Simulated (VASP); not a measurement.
# Sb (Pnma) in VASP: notebook

Runs on Sb. Level: PBE. Tasks: single point.

Program: VASP 6.6.1. These are calculated values, not measurements. Logs are shortened: lines on timing, memory, paths and dates and some standing lists are left out, and cuts for length are marked.

### 1 The cell of the first run

The structure is orthorhombic, space group Pnma (No. 62). Conventional cell: a = 12.728 Å, b = 4.353 Å, c = 4.596 Å, α = 90.00°, β = 90.00°, γ = 90.00°. Sb (site symmetry m) has 6 Sb at 2.94 to 3.41 Å within 3.9 Å. Sb (site symmetry m) has 6 Sb at 2.94 to 3.41 Å within 3.9 Å.

### 2 Single point, PBE

Input file INCAR:

```
SYSTEM = Sb
ALGO = Normal ; EDIFF = 1E-6
ENCUT = 520 ; GGA = PE
ISIF = 2 ; ISMEAR = 0
LASPH = .True. ; LCHARG = .False.
LREAL = .False. ; LWAVE = .False.
NBANDS = 30 ; NELM = 60
PREC = Accurate ; SIGMA = 0.1
```

Input file KPOINTS:

```
k-points
0
Gamma
  4 10 8
  0 0 0
```

Input file POSCAR:

```
Sb
1.0
   12.7275122732      0.0000000000      0.0000000000
    0.0000000000      4.3532974933      0.0000000000
    0.0000000000      0.0000000000      4.5955687389
Sb
8
Direct
    0.1280024772      0.2500000000      0.3227418211
    0.3719975228      0.7500000000      0.8227418211
    0.6280024772      0.2500000000      0.1772581789
    0.8719975228      0.7500000000      0.6772581789
    0.1386158053      0.7500000000      0.7533223407
    0.3613841947      0.2500000000      0.2533223407
    0.6386158053      0.7500000000      0.7466776593
    0.8613841947      0.2500000000      0.2466776593
```

Potentials or basis: VASP PAW PBE potentials, release 64 (Sb).

Run with:

```
cat potpaw_PBE.64/Sb/POTCAR > POTCAR
mpirun -np 1 vasp_std > vasp.out
```

OUTCAR:

```text
SYSTEM = Sb
   EDIFF = 1E-6
   ENCUT = 520
   GGA = PE
   ISIF = 2
   ISMEAR = 0
   LASPH = .True.
   LREAL = .False.
   NELM = 60
   PREC = Accurate

 ion  position               nearest neighbor table
   1  0.128  0.250  0.323-   5 2.94   5 2.94   6 2.99   5 3.41   5 3.41   8 3.41
   2  0.372  0.750  0.823-   6 2.94   6 2.94   5 2.99   6 3.41   6 3.41   7 3.41
   3  0.628  0.250  0.177-   7 2.94   7 2.94   8 2.99   7 3.41   7 3.41   6 3.41
   4  0.872  0.750  0.677-   8 2.94   8 2.94   7 2.99   8 3.41   8 3.41   5 3.41
   5  0.139  0.750  0.753-   1 2.94   1 2.94   2 2.99   1 3.41   1 3.41   4 3.41
   6  0.361  0.250  0.253-   2 2.94   2 2.94   1 2.99   2 3.41   2 3.41   3 3.41
   7  0.639  0.750  0.747-   3 2.94   3 2.94   4 2.99   3 3.41   3 3.41   2 3.41
   8  0.861  0.250  0.247-   4 2.94   4 2.94   3 2.99   4 3.41   4 3.41   1 3.41

  LATTYP: Found a simple orthorhombic cell.
 ALAT       =     4.3532974933
 B/A-ratio  =     1.0556523523
 C/A-ratio  =     2.9236486348

  Lattice vectors:

 A1 = (   0.0000000000,   4.3532974933,   0.0000000000)
 A2 = (   0.0000000000,   0.0000000000,   4.5955687389)
 A3 = (  12.7275122732,   0.0000000000,   0.0000000000)

Analysis of symmetry for initial positions (statically):
=====================================================================
 Subroutine PRICEL returns:
 Original cell was already a primitive cell.

 Routine SETGRP: Setting up the symmetry group for a
 simple orthorhombic supercell.

 Subroutine GETGRP returns: Found  8 space group operations
 (whereof  2 operations were pure point group operations)
 out of a pool of  8 trial point group operations.

The static configuration has the point symmetry S_2 .
 The point group associated with its full space group is D_2h.

Analysis of symmetry for dynamics (positions and initial velocities):
=====================================================================
 Subroutine PRICEL returns:
 Original cell was already a primitive cell.

 Routine SETGRP: Setting up the symmetry group for a
 simple orthorhombic supercell.

 Subroutine GETGRP returns: Found  8 space group operations
 (whereof  2 operations were pure point group operations)
 out of a pool of  8 trial point group operations.

The dynamic configuration has the point symmetry S_2 .
 The point group associated with its full space group is D_2h.

 Subroutine INISYM returns: Found  8 space group operations
 (whereof  2 operations are pure point group operations),
 and found     1 'primitive' translations

[... 103 lines left out ...]
   LASPH  =      T    aspherical Exc in radial PAW
   ENCUT  =  520.0 eV  38.22 Ry    6.18 a.u.  23.66  8.09  8.54*2*pi/ulx,y,z
   NELM   =     60;   NELMIN=  2; NELMDL= -5     # of ELM steps
   EDIFF  = 0.1E-05   stopping-criterion for ELM
   LREAL  =      F    real-space projection
[... 7 lines left out ...]
   TEBEG  =    0.0;   TEEND  =   0.0 temperature during run
   PSTRESS=    0.0 pullay stress
   NELECT =      40.0000    total number of electrons
   NUPDOWN=      -1.0000    fix difference up-down
   EMIN   =  10.00;   EMAX   =-10.00  energy-range for DOS
   EFERMI =   0.00;   METHOD = LEGACY
   ISMEAR =     0;   SIGMA  =   0.10  broadening in eV -4-tet -1-fermi 0-gaus
   EFERMI_NEDOS =   21; number of points for ismear=-14 and -15
   IALGO  =     38    algorithm
   IMIX   =      4    mixing-type and parameters
     AMIX     =   0.40;   BMIX     =  1.00
     AMIX_MAG =   1.60;   BMIX_MAG =  1.00
  volume/ion in A,a.u.               =      31.83       214.79
  Fermi-wavevector in a.u.,A,eV,Ry     =   0.883340  1.669270 10.616478  0.780289
  Thomas-Fermi vector in A             =   2.004093
   LORBIT       =      0    0 simple, 1 ext, 2 COOP (PROOUT), +10 PAW based schemes
   GGA     = PE    functional components
   LHFCALC =     F    Hartree Fock is set to
   AEXX    =    0.0000 exact exchange contribution
   IVDW    =     0    specifies the selected vdW correction
   LEPSILON=     F    determine dielectric tensor
   LRPA    =     F    only Hartree local field effects (RPA)
 non-spin polarized calculation
 Gauss-broadening in eV      SIGMA  =   0.10
  energy-cutoff  :      520.00
  volume of cell :      254.63
 maximum number of plane-waves:      6896
 NGX is ok and might be reduce to    96
   NGX = 47   NGY = 17   NGZ = 17

 number of electron      39.9999993 magnetization

 Free energy of the ion-electron system (eV)
  ---------------------------------------------------
  ext. energy  EPLUGINS =         0.00000000
  ---------------------------------------------------
  free energy    TOTEN  =       -32.76732599 eV

  energy without entropy =      -32.76089187  energy(sigma->0) =      -32.76410893

 E-fermi :   6.4623     XC(G=0):  -9.2969

 val. band max:        6.4606547929   @ k =   0.0000   0.2000   0.3750
 cond. band min:       6.4824211054   @ k =   0.0000   0.1000   0.2500
 fundamental gap:      0.0217663125
 Fermi energy:         6.4623007257

 k-point     1 :       0.0000    0.0000    0.0000
  band No.  band energies     occupation
      1      -5.7457      2.00000
      2      -5.2655      2.00000
      3      -4.5347      2.00000
      4      -3.5599      2.00000
      5      -1.0193      2.00000
      6      -0.5881      2.00000
[... 781 lines left out ...]
     29       9.9301      0.00000
     30       9.9301      0.00000

 [... further k-points ...]
[... 5 lines left out ...]
  --------------------------------------------------------------------------------------
  -------------------------------------------------------------------------------------
  Total        0.0575002      0.0938155      0.0808865      0.0000000      0.0000000      0.0000000
  in kB        0.3618083      0.5903152      0.5089624      0.0000000      0.0000000      0.0000000
  external PRESSURE =       0.4870286 kB  Pullay stress =       0.0000000 kB

 VOLUME and BASIS-vectors are now :
 -----------------------------------------------------------------------------
  energy-cutoff  :      520.00
  volume of cell :      254.63
      direct lattice vectors                 reciprocal lattice vectors
    12.727512273  0.000000000  0.000000000     0.078569950  0.000000000  0.000000000
     0.000000000  4.353297493  0.000000000     0.000000000  0.229710926  0.000000000
     0.000000000  0.000000000  4.595568739     0.000000000  0.000000000  0.217600923

 POSITION                                       TOTAL-FORCE (eV/Angst)
 -----------------------------------------------------------------------------------
      1.62915      1.08832      1.48318        -0.022256     -0.000000     -0.028027
      4.73460      3.26497      3.78097         0.022256     -0.000000     -0.028027
      7.99291      1.08832      0.81460        -0.022256     -0.000000      0.028027
     11.09836      3.26497      3.11239         0.022256      0.000000      0.028027
      1.76423      3.26497      3.46194        -0.019724      0.000000      0.027289
      4.59952      1.08832      1.16416         0.019724     -0.000000      0.027289
      8.12799      3.26497      3.43141        -0.019724      0.000000     -0.027289
     10.96328      1.08832      1.13362         0.019724      0.000000     -0.027289
 -----------------------------------------------------------------------------------
    total drift:                                0.000000     -0.000000      0.000000

  FREE ENERGIE OF THE ION-ELECTRON SYSTEM (eV)
  ---------------------------------------------------
  free  energy   TOTEN  =       -32.7673259910 eV

  energy  without entropy=      -32.7608918677  energy(sigma->0) =      -32.76410893
```

stdout:

```text
POSCAR found type information on POSCAR Sb
 POSCAR found :  1 types and       8 ions
 scaLAPACK will be used
 LDA part: xc-table for (Slater+PW92), standard interpolation
 POSCAR, INCAR and KPOINTS ok, starting setup
 FFT: planning ... GRIDC
 FFT: planning ... GRID_SOFT
 FFT: planning ... GRID
 WAVECAR not read
 entering main loop
```

Run time: 5.9 min. Hardware: 1 thread of Intel Xeon 6975P-C (Granite Rapids), shared host; peak memory 0.64 GiB.

Results:

* Free energy: -32.7673 eV
* Pressure: 0.0 GPa
* Largest force: 0.036 eV/Å
* Band gap on the k mesh: zero (band 20 reaches 6.71 eV, above the bottom of band 21 at 6.43 eV)

Forces on the atoms (eV/Å):
```
Sb  -0.022  0.000 -0.028
Sb   0.022  0.000 -0.028
Sb  -0.022  0.000  0.028
Sb   0.022  0.000  0.028
Sb  -0.020  0.000  0.027
Sb   0.020  0.000  0.027
Sb  -0.020  0.000 -0.027
Sb   0.020  0.000 -0.027
```

Levels at points of the mesh, in eV from the Fermi level:
```
           k point  band 17  band 18  band 19  band 20  band 21  band 22  band 23  band 24
(0.00, 0.00, 0.00)    -1.52    -1.51    -1.48    -1.32     1.41     1.71     2.21     2.31
(0.50, 0.00, 0.00)    -1.83    -1.83    -0.25    -0.25     0.83     0.83     1.87     1.87
(0.00, 0.50, 0.00)    -1.13    -1.13    -0.61    -0.61     0.23     0.23     0.31     0.31
(0.50, 0.50, 0.00)    -1.12    -1.12    -1.12    -1.12     0.48     0.48     0.48     0.48
(0.00, 0.00, 0.50)    -0.81    -0.81    -0.25    -0.25     0.07     0.07     0.54     0.54
(0.50, 0.00, 0.50)    -0.69    -0.69    -0.56    -0.56     0.66     0.66     0.93     0.93
(0.00, 0.50, 0.50)    -3.13    -3.13    -0.50    -0.50     0.55     0.55     2.60     2.60
(0.50, 0.50, 0.50)    -2.14    -2.14    -2.14    -2.14     2.30     2.30     2.30     2.30
```

Caveat: spin-orbit coupling is left out, which moves the levels of the heavy elements.

### 3 Single point, PBE

Input file INCAR:

```
SYSTEM = Sb
PREC     = Accurate       ! precision mode
ENCUT    = 520            ! plane-wave cutoff, eV
EDIFF    = 1E-6           ! SCF threshold, eV
ISMEAR   = 0              ! smearing method
SIGMA    = 0.1            ! smearing width, eV
LREAL    = .False.        ! projectors in reciprocal space
LASPH    = .True.         ! aspherical terms in the spheres
NELM     = 100            ! most SCF steps
ALGO     = Normal         ! electronic algorithm
ISIF     = 2              ! what is computed and relaxed
LWAVE    = .False.        ! write WAVECAR
LCHARG   = .False.        ! write CHGCAR
GGA      = PE             ! functional
NBANDS   = 30             ! bands
```

Input file KPOINTS:

```
Automatic mesh
0
Gamma
  2 4 4
  0 0 0
```

Input file POSCAR:

```
Sb
1.0
   12.7286801000      0.0000000000      0.0000000000
    0.0000000000      4.3527790000      0.0000000000
    0.0000000000      0.0000000000      4.5960190000
Sb
8
Direct
    0.1281560000      0.2500000000      0.3221720000
    0.3718440000      0.7500000000      0.8221720000
    0.6281560000      0.2500000000      0.1778280000
    0.8718440000      0.7500000000      0.6778280000
    0.1384940000      0.7500000000      0.7527570000
    0.3615060000      0.2500000000      0.2527570000
    0.6384940000      0.7500000000      0.7472430000
    0.8615060000      0.2500000000      0.2472430000
```

Potentials or basis: VASP PAW PBE potentials, release 64 (Sb).

Run with:

```
cat potpaw_PBE.64/Sb/POTCAR > POTCAR
mpirun -np 1 vasp_std > vasp.out
```

Run time: 2.1 min. Hardware: 1 thread of Intel Xeon Platinum 8488C (Sapphire Rapids), shared host; peak memory 0.37 GiB.

Results (log left out):

| Property | Result |
| --- | --- |
| Free energy | -32.9250 eV |
| Pressure | 0.0 GPa |
| Largest force | 0.113 eV/Å |
| Band gap on the k mesh | 0.31 eV, direct |

Forces on the atoms (eV/Å):
```
Sb   0.093  0.000  0.065
Sb  -0.093  0.000  0.065
Sb   0.093  0.000 -0.065
Sb  -0.093  0.000 -0.065
Sb   0.066  0.000 -0.079
Sb  -0.066  0.000 -0.079
Sb   0.066  0.000  0.079
Sb  -0.066  0.000  0.079
```

Stress tensor (GPa, compression positive):
```
-0.21  0.00  0.00
 0.00  0.67  0.00
 0.00  0.00 -0.35
```

Levels at points of the mesh, in eV from the valence-band top:
```tsv
k point	band 16	band 17	band 18	band 19	band 20	band 21	band 22	band 23	band 24	band 25
(0.00, 0.00, 0.00)	-2.01	-1.28	-1.27	-1.24	-1.09	1.64	1.96	2.47	2.56	3.03
(0.50, 0.00, 0.00)	-1.77	-1.58	-1.58	-0.02	-0.02	1.07	1.07	2.13	2.13	2.97
(0.00, 0.50, 0.00)	-1.24	-0.88	-0.88	-0.37	-0.37	0.47	0.47	0.54	0.54	0.62
(0.50, 0.50, 0.00)	-1.40	-0.88	-0.88	-0.88	-0.88	0.71	0.71	0.71	0.71	1.20
(0.00, 0.00, 0.50)	-0.89	-0.56	-0.56	0.00	0.00	0.31	0.31	0.78	0.78	0.94
(0.50, 0.00, 0.50)	-0.99	-0.44	-0.44	-0.31	-0.31	0.89	0.89	1.18	1.18	1.31
(0.00, 0.50, 0.50)	-3.17	-2.90	-2.90	-0.26	-0.26	0.79	0.79	2.84	2.84	4.22
(0.50, 0.50, 0.50)	-3.56	-1.90	-1.90	-1.90	-1.90	2.55	2.55	2.55	2.55	4.01
```

Caveat: spin-orbit coupling is left out, which moves the levels of the heavy elements. A k mesh can miss the band edges.

### 4 Single point, PBE

Input file INCAR:

```
SYSTEM = Sb
PREC     = Accurate       ! precision mode
ENCUT    = 520            ! plane-wave cutoff, eV
EDIFF    = 1E-6           ! SCF threshold, eV
ISMEAR   = 0              ! smearing method
SIGMA    = 0.2            ! smearing width, eV
LREAL    = .False.        ! projectors in reciprocal space
LASPH    = .True.         ! aspherical terms in the spheres
NELM     = 80             ! most SCF steps
ALGO     = Normal         ! electronic algorithm
ISIF     = 2              ! what is computed and relaxed
LWAVE    = .False.        ! write WAVECAR
LCHARG   = .True.         ! write CHGCAR
GGA      = PE             ! functional
LELF     = .True.         ! ELF
LVHAR    = .True.       
NBANDS   = 30             ! bands
```

Input file KPOINTS:

```
Automatic mesh
0
Gamma
  6 6 2
  0 0 0
```

Input file POSCAR:

```
Sb
1.0
    0.0000000000      4.3532974933      0.0000000000
    0.0000000000      0.0000000000      4.5955687389
   12.7275122732      0.0000000000      0.0000000000
Sb
8
Direct
    0.2500000000      0.3227418211      0.1280024772
    0.7500000000      0.8227418211      0.3719975228
    0.2500000000      0.1772581789      0.6280024772
    0.7500000000      0.6772581789      0.8719975228
    0.7500000000      0.7533223407      0.1386158053
    0.2500000000      0.2533223407      0.3613841947
    0.7500000000      0.7466776593      0.6386158053
    0.2500000000      0.2466776593      0.8613841947
```

Run with:

```
cat potpaw_PBE.64/Sb/POTCAR > POTCAR
mpirun -np 1 vasp_std > vasp.out
```

Wall time 3.1 min (1 thread of Intel Xeon Platinum 8488C (Sapphire Rapids), shared host); peak memory 0.41 GiB.

It converged, with:

```yaml
Free_energy: -32.8094 eV
Pressure: 0.1 GPa
Largest_force: 0.062 eV/Å
Band_gap_on_the_k_mesh: zero (band 20 reaches 6.55 eV, above the bottom of band 21 at 6.51 eV)
```

Forces in eV/Å, atoms in the order of the input:
```
Sb  -0.006  0.000  0.035
Sb   0.006  0.000  0.035
Sb  -0.006  0.000 -0.035
Sb   0.006  0.000 -0.035
Sb  -0.044  0.000 -0.043
Sb   0.044  0.000 -0.043
Sb  -0.044  0.000  0.043
Sb   0.044  0.000  0.043
```

Stress tensor (GPa, compression positive):
```
 0.20  0.00  0.00
 0.00 -0.01  0.00
 0.00  0.00  0.03
```

Levels at points of the mesh, in eV from the Fermi level:
```csv
k point,band 18,band 19,band 20,band 21,band 22,band 23
"(0.00, 0.00, 0.00)",-1.50,-1.46,-1.31,1.42,1.73,2.23
"(0.50, 0.00, 0.00)",-1.11,-0.60,-0.60,0.25,0.25,0.33
"(0.00, 0.50, 0.00)",-0.79,-0.23,-0.23,0.09,0.09,0.56
"(0.50, 0.50, 0.00)",-3.12,-0.49,-0.49,0.57,0.57,2.62
"(0.00, 0.00, 0.50)",-1.81,-0.23,-0.23,0.85,0.85,1.89
"(0.50, 0.00, 0.50)",-1.10,-1.10,-1.10,0.49,0.49,0.49
"(0.00, 0.50, 0.50)",-0.68,-0.54,-0.54,0.67,0.67,0.95
"(0.50, 0.50, 0.50)",-2.12,-2.12,-2.12,2.32,2.32,2.32
```

Caveat: spin-orbit coupling is left out, which moves the levels of the heavy elements.

(Continued in part 2 of 2.)
